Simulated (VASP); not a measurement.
# Rb (I4/mmm) in VASP: single point with PBE-based screened hybrid with 25 % exact exchange

Aim: the single point of Rb with PBE-based screened hybrid with 25 % exact exchange.

All numbers are computed with VASP 6.6.1; they aren't measurements. Logs are shortened: lines on timing, memory, paths and dates and some standing lists are left out, and cuts for length are marked.

## (1) The cell of the first run

Symmetry: I4/mmm, No. 139, tetragonal system. Conventional cell: a = 5.909 Å, b = 5.909 Å, c = 5.462 Å, α = 90.00°, β = 90.00°, γ = 90.00°.

## (2) Single point, PBE-based screened hybrid with 25 % exact exchange

POSCAR

```
Rb
1.0
   -2.9545118600      2.9545118600      2.7308451950
    2.9545118600     -2.9545118600      2.7308451950
    2.9545118600      2.9545118600     -2.7308451950
Rb
1
Direct
    0.0000000000      0.0000000000      0.0000000000
```

INCAR.step1

```
SYSTEM = Rb
ALGO = Normal ; EDIFF = 1E-5
ENCUT = 400 ; GGA = PE
GGA_COMPAT = .False. ; ISIF = 2
ISMEAR = -1 ; LASPH = .True.
LCHARG = .False. ; LREAL = .False.
LWAVE = .True. ; NBANDS = 10
NELM = 120 ; PREC = Accurate
SIGMA = 0.05
```

INCAR.step2

```
SYSTEM = Rb
AEXX = 0.25 ; ALGO = Normal
EDIFF = 1E-6 ; ENCUT = 400
GGA = PE ; GGA_COMPAT = .False.
HFSCREEN = 0.3 ; ISIF = 2
ISMEAR = -1 ; ISTART = 1
LASPH = .True. ; LCHARG = .False.
LHFCALC = .True. ; LREAL = .False.
LWAVE = .False. ; NBANDS = 10
NELM = 120 ; PREC = Accurate
PRECFOCK = Normal ; SIGMA = 0.05
```

KPOINTS

```
k-points
0
Gamma
  4 4 4
  0 0 0
```

Potentials or basis: VASP PAW PBE potentials, release 64 (Rb_sv).

Command:

```sh
$ cat potpaw_PBE.64/Rb_sv/POTCAR > POTCAR
$ cp INCAR.step1 INCAR
$ mpirun -np 1 vasp_std > vasp.out
$ cp INCAR.step2 INCAR
$ mpirun -np 1 vasp_std > vasp.out
```

OUTCAR:

```text
SYSTEM = Rb
   AEXX = 0.25
   EDIFF = 1E-6
   ENCUT = 400
   GGA = PE
   HFSCREEN = 0.3
   ISIF = 2
   ISMEAR = -1
   ISTART = 1
   LASPH = .True.
   LHFCALC = .True.
   LREAL = .False.
   NELM = 120
   PREC = Accurate
   PRECFOCK = Normal

 ion  position               nearest neighbor table
   1  0.000  0.000  0.000-

  LATTYP: Found a body centered tetragonal cell.
 ALAT       =     5.9090237200
 C/A-ratio  =     0.9242965757

  Lattice vectors:

 A1 = (  -2.9545118600,   2.9545118600,   2.7308451950)
 A2 = (   2.9545118600,  -2.9545118600,   2.7308451950)
 A3 = (   2.9545118600,   2.9545118600,  -2.7308451950)

Analysis of symmetry for initial positions (statically):
=====================================================================
 Subroutine PRICEL returns:
 Original cell was already a primitive cell.

 Routine SETGRP: Setting up the symmetry group for a
 body centered tetragonal supercell.

 Subroutine GETGRP returns: Found 16 space group operations
 (whereof 16 operations were pure point group operations)
 out of a pool of 16 trial point group operations.

The static configuration has the point symmetry D_4h.

Analysis of symmetry for dynamics (positions and initial velocities):
=====================================================================
 Subroutine PRICEL returns:
 Original cell was already a primitive cell.

 Routine SETGRP: Setting up the symmetry group for a
 body centered tetragonal supercell.

 Subroutine GETGRP returns: Found 16 space group operations
 (whereof 16 operations were pure point group operations)
 out of a pool of 16 trial point group operations.

The dynamic configuration has the point symmetry D_4h.

 Subroutine INISYM returns: Found 16 space group operations
 (whereof 16 operations are pure point group operations),
 and found     1 'primitive' translations

----------------------------------------------------------------------------------------

                                     Primitive cell

  volume of cell :      95.3517

  direct lattice vectors                    reciprocal lattice vectors
    -2.954511860  2.954511860  2.730845195     0.000000000  0.169232693  0.183093498
     2.954511860 -2.954511860  2.730845195     0.169232693  0.000000000  0.183093498
     2.954511860  2.954511860 -2.730845195     0.169232693  0.169232693  0.000000000

  length of vectors
     4.991572512  4.991572512  4.991572512     0.249324956  0.249324956  0.239331170

  position of ions in fractional coordinates (direct lattice)
     0.000000000  0.000000000  0.000000000

  ion indices of the primitive-cell ions
   primitive index   ion index
                 1           1

----------------------------------------------------------------------------------------

 KPOINTS: k-points

Automatic generation of k-mesh.
 Grid dimensions read from file:
 generate k-points for:    4    4    4

 Generating k-lattice:

  Cartesian coordinates                     Fractional coordinates (reciprocal lattice)
     0.000000000  0.042308173  0.045773375     0.250000000  0.000000000  0.000000000
     0.042308173  0.000000000  0.045773375     0.000000000  0.250000000  0.000000000
     0.042308173  0.042308173  0.000000000     0.000000000  0.000000000  0.250000000

  Length of vectors
     0.062331239  0.062331239  0.059832793

  Shift w.r.t. Gamma in fractional coordinates (k-lattice)
     0.000000000  0.000000000  0.000000000

 Subroutine IBZKPT returns following result:
 ===========================================

 Found     13 irreducible k-points:

 Following reciprocal coordinates:
            Coordinates               Weight
  0.000000  0.000000  0.000000      1.000000
  0.250000  0.000000 -0.000000      8.000000
  0.500000  0.000000 -0.000000      4.000000
  0.250000  0.250000 -0.000000      8.000000
  0.500000  0.250000 -0.000000     16.000000
 -0.250000  0.250000  0.000000      4.000000
  0.500000  0.500000 -0.000000      2.000000
  0.250000  0.250000  0.250000      2.000000
 -0.250000  0.250000  0.250000      4.000000
  0.500000  0.500000  0.250000      4.000000
 -0.250000  0.500000  0.250000      8.000000
 -0.250000 -0.250000  0.250000      2.000000
  0.500000  0.500000  0.500000      1.000000
   k-points           NKPTS =     13   k-points in BZ     NKDIM =     64   number of bands    NBANDS=     10
   number of dos      NEDOS =    301   number of ions     NIONS =      1
   total plane-waves  NPLWV =  46656
   dimension x,y,z NGX =    36 NGY =   36 NGZ =   36
   dimension x,y,z NGXF=    72 NGYF=   72 NGZF=   72
   ions per type =               1
   NGX,Y,Z   is equivalent  to a cutoff of  11.99, 11.99, 11.99 a.u.
   NGXF,Y,Z  is equivalent  to a cutoff of  23.98, 23.98, 23.98 a.u.
 SYSTEM =  Rb
   PREC   = accura    normal or accurate (medium, high low for compatibility)
   ISTART =      1    job   : 0-new  1-cont  2-samecut
   ICHARG =      0    charge: 1-file 2-atom 10-const
   ISPIN  =      1    spin polarized calculation?
   LNONCOLLINEAR =      F non collinear calculations
   LSORBIT =      F    spin-orbit coupling
   LASPH  =      T    aspherical Exc in radial PAW
   ENCUT  =  400.0 eV  29.40 Ry    5.42 a.u.   8.14  8.14  8.14*2*pi/ulx,y,z
   NELM   =    120;   NELMIN=  2; NELMDL=  0     # of ELM steps
   EDIFF  = 0.1E-05   stopping-criterion for ELM
   LREAL  =      F    real-space projection
   EDIFFG = 0.1E-04   stopping-criterion for IOM
   NSW    =      0    number of steps for IOM
   IBRION =     -1    ionic relax: 0-MD 1-quasi-New 2-CG
   NFREE  =      0    steps in history (QN), initial steepest desc. (CG)
   ISIF   =      2    stress and relaxation
   ISYM   =      3    0-nonsym 1-usesym 2-fastsym
   POTIM  = 0.5000    time-step for ionic-motion
   TEBEG  =    0.0;   TEEND  =   0.0 temperature during run
   PSTRESS=    0.0 pullay stress
   NELECT =       9.0000    total number of electrons
   NUPDOWN=      -1.0000    fix difference up-down
   EMIN   =  10.00;   EMAX   =-10.00  energy-range for DOS
   EFERMI =   0.00;   METHOD = LEGACY
   ISMEAR =    -1;   SIGMA  =   0.05  broadening in eV -4-tet -1-fermi 0-gaus
   EFERMI_NEDOS =   21; number of points for ismear=-14 and -15
   IALGO  =     38    algorithm
   IMIX   =      1    mixing-type and parameters
     AMIX     =   0.40;   BMIX     =  1.00
     AMIX_MAG =   1.60;   BMIX_MAG =  1.00
  volume/ion in A,a.u.               =      95.35       643.47
  Fermi-wavevector in a.u.,A,eV,Ry     =   0.745383  1.408570  7.559340  0.555596
  Thomas-Fermi vector in A             =   1.840957
   LORBIT       =      0    0 simple, 1 ext, 2 COOP (PROOUT), +10 PAW based schemes
   GGA     = PE    functional components
   LHFCALC =     T    Hartree Fock is set to
   PRECFOCK=normal    Normal, Fast or Accurate (Low or Medium for compatibility)
   ENCUT4O =  -1.0   cutoff for four orbital integrals eV
   NKREDX  =     1    reduce k-point grid by
   NKREDY  =     1    reduce k-point grid by
   NKREDZ  =     1    reduce k-point grid by
   AEXX    =    0.2500 exact exchange contribution
   HFSCREEN=    0.3000 screening length (either q_TF or 0.3 A-1)
   HFSCREENC=   0.3000 screening length for correlation (either q_TF or 0.3 A-1)
   ENCUTFOCK=  -1.0 apply spherical cutoff to Coloumb kernel
   IVDW    =     0    specifies the selected vdW correction
   LEPSILON=     F    determine dielectric tensor
   LRPA    =     F    only Hartree local field effects (RPA)
 non-spin polarized calculation
  energy-cutoff  :      400.00
  volume of cell :       95.35
 maximum number of plane-waves:      1764
 NGX is ok and might be reduce to    36
  NGX = 28; NGY = 28; NGZ = 28

 number of electron       9.0000000 magnetization

 Free energy of the ion-electron system (eV)
  ---------------------------------------------------
  ext. energy  EPLUGINS =         0.00000000
  ---------------------------------------------------
  free energy    TOTEN  =        -0.93479046 eV

  energy without entropy =       -0.91528390  energy(sigma->0) =       -0.92503718

 E-fermi :  -0.0731     XC(G=0):  -4.7536

 val. band max:       -0.1260210736   @ k =   0.5000   0.2500  -0.0000
 cond. band min:       0.0191075327   @ k =   0.2500   0.2500  -0.0000
 fundamental gap:      0.1451286063
 Fermi energy:        -0.0731060092

 k-point     1 :       0.0000    0.0000    0.0000
  band No.  band energies     occupation
      1     -31.3342      2.00000
      2     -14.2330      2.00000
      3     -14.2330      2.00000
      4     -14.2321      2.00000
      5      -2.1217      2.00000
      6       3.6162      0.00000
      7       4.0470      0.00000
      8       4.0470      0.00000
      9       4.5186      0.00000
     10       5.1004      0.00000

 k-point     2 :       0.2500    0.0000   -0.0000
  band No.  band energies     occupation
      1     -31.3324      2.00000
      2     -14.2741      2.00000
      3     -14.2472      2.00000
      4     -14.2340      2.00000
      5      -1.3597      2.00000
      6       2.6366      0.00000
      7       3.0663      0.00000
      8       4.4370      0.00000
      9       4.5947      0.00000
     10       4.7602      0.00000

 k-point     3 :       0.5000    0.0000   -0.0000
  band No.  band energies     occupation
      1     -31.3305      2.00000
      2     -14.3143      2.00000
      3     -14.2613      2.00000
      4     -14.2354      2.00000
      5       0.3055      0.00103
      6       0.7665      0.00000
      7       2.6089      0.00000
      8       4.4461      0.00000
      9       5.0285      0.00000
     10       5.6645      0.00000
[... 105 lines left out ...]
 k-point    12 :      -0.2500   -0.2500    0.2500
  band No.  band energies     occupation
      1     -31.3307      2.00000
      2     -14.2799      2.00000
      3     -14.2621      2.00000
      4     -14.2621      2.00000
      5      -0.5513      1.99986
      6       2.4563      0.00000
      7       2.9798      0.00000
      8       2.9798      0.00000
      9       4.6361      0.00000
     10       4.8193      0.00000

 k-point    13 :       0.5000    0.5000    0.5000
  band No.  band energies     occupation
      1     -31.3280      2.00000
      2     -14.2949      2.00000
      3     -14.2949      2.00000
      4     -14.2818      2.00000
      5       1.2425      0.00000
      6       1.4514      0.00000
      7       2.9466      0.00000
      8       2.9466      0.00000
      9       3.7462      0.00000
     10       4.8044      0.00000

------------------------ aborting loop because EDIFF is reached ----------------------------------------

  FORCE on cell =-STRESS in cart. coord.  units (eV):
  Direction    XX          YY          ZZ          XY          YZ          ZX
  --------------------------------------------------------------------------------------
  -------------------------------------------------------------------------------------
  Total        0.0435148      0.0435148     -0.0746251      0.0000000      0.0000000      0.0000000
  in kB        0.7311709      0.7311709     -1.2539114      0.0000000      0.0000000      0.0000000
  external PRESSURE =       0.0694768 kB  Pullay stress =       0.0000000 kB

 VOLUME and BASIS-vectors are now :
 -----------------------------------------------------------------------------
  energy-cutoff  :      400.00
  volume of cell :       95.35
      direct lattice vectors                 reciprocal lattice vectors
    -2.954511860  2.954511860  2.730845195     0.000000000  0.169232693  0.183093498
     2.954511860 -2.954511860  2.730845195     0.169232693  0.000000000  0.183093498
     2.954511860  2.954511860 -2.730845195     0.169232693  0.169232693  0.000000000

 POSITION                                       TOTAL-FORCE (eV/Angst)
 -----------------------------------------------------------------------------------
      0.00000      0.00000      0.00000         0.000000      0.000000      0.000000
 -----------------------------------------------------------------------------------
    total drift:                               -0.000000      0.000000     -0.000000

  FREE ENERGIE OF THE ION-ELECTRON SYSTEM (eV)
  ---------------------------------------------------
  free  energy   TOTEN  =        -0.9347904606 eV

  energy  without entropy=       -0.9152838998  energy(sigma->0) =       -0.92503718
```

It took 10 min on 1 thread of AMD EPYC 7R43 (Zen 3), shared host; peak memory 0.26 GiB.

What came out:

| Quantity | Value |
| --- | --- |
| Free energy | -0.9348 eV |
| Pressure | 0.0 GPa |
| Band gap on the k mesh | zero (an odd number of electrons rules out a gap without spin polarisation) |

Stress tensor (GPa, compression positive):
```
 0.07  0.00  0.00
 0.00  0.07  0.00
 0.00  0.00 -0.13
```

Caveat: the k points lie up to 0.39 Å⁻¹ apart, too coarse for converged energies and pressures of a metal; the PAW data sets were made with another functional, which shifts forces and pressure a little.

The gap in the log of VASP goes by the Fermi energy; the results here count the filled bands.